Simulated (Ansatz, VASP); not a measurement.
## Rh: VASP beside Ansatz

```
Rh
1.0
     0.00000    1.90081    1.90081
     1.90081    0.00000    1.90081
     1.90081    1.90081    0.00000
Rh
1
Direct
  0.00000 0.00000 0.00000
```

Alike in both runs: task single point; functional r2SCAN; k mesh 14 × 14 × 14; occupations methfessel-paxton of order 1, width 1 eV; no spin polarisation.

```csv
,VASP,Ansatz
version,VASP 6.6.1,Ansatz 0.2.0
potentials or method,"VASP PAW PBE potentials, release 64 (Rh_sv_GW), cutoff 680 eV","plane waves (500 eV) with PAW, scalar-relativistic"
valence electrons in the cell,17,17
```

|  | VASP | Ansatz | Ansatz less VASP |
| --- | --- | --- | --- |
| pressure (GPa) | 0.6 | 0.5 | -0.06 |

VASP's potentials were made for PBE, not for r2SCAN. With one functional, cell and mesh, what is left measures potentials, basis and numerics.
